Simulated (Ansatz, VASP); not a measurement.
Two plane-wave programs on Cu

```
Cu
1.0
     3.61500    0.00000    0.00000
     0.00000    1.80750   -1.80750
     0.00000    7.76033    7.76033
Cu
8
Direct
  0.00000 0.00000 0.87343
  0.50000 0.50000 0.05823
  0.00000 0.00000 0.17469
  0.50000 0.50000 0.29114
  0.00000 0.00000 0.40760
  0.50000 0.50000 0.52406
  0.00000 0.00000 0.64052
  0.50000 0.50000 0.75697
```

Alike in both runs: task single point; functional PBEsol; k mesh 13 × 18 × 5; occupations gaussian, width 0.15 eV; no spin polarisation.

```csv
,VASP,Ansatz
version,VASP 6.6.1,Ansatz 0.2.0
potentials or method,"VASP PAW PBE potentials, release 64 (Cu), cutoff 520 eV","scalar-relativistic, plane waves, PAW"
valence electrons in the cell,88,152
```

Ansatz gave:

- gap on the k mesh at the Fermi level (eV): none
- pressure (GPa): -10.0
- traceless stress, the component that is largest in VASP (GPa): -1.58
- rms of the force components (eV/Å): 0.194

Estimate VASP's values.

gap on the k mesh at the Fermi level (eV): none; pressure (GPa): -9.4; traceless stress, the component that is largest in VASP (GPa): -1.61; rms of the force components (eV/Å): 0.198.

VASP's potentials were made for PBE, not for PBEsol. Atom by atom the forces differ by 0.004 eV/Å (rms over components). A gap of «none» marks a metal or a gap that the smearing closes. VASP's potentials hold 88 valence electrons a cell and Ansatz's 152, so a difference there can come from the potentials and not from the codes.
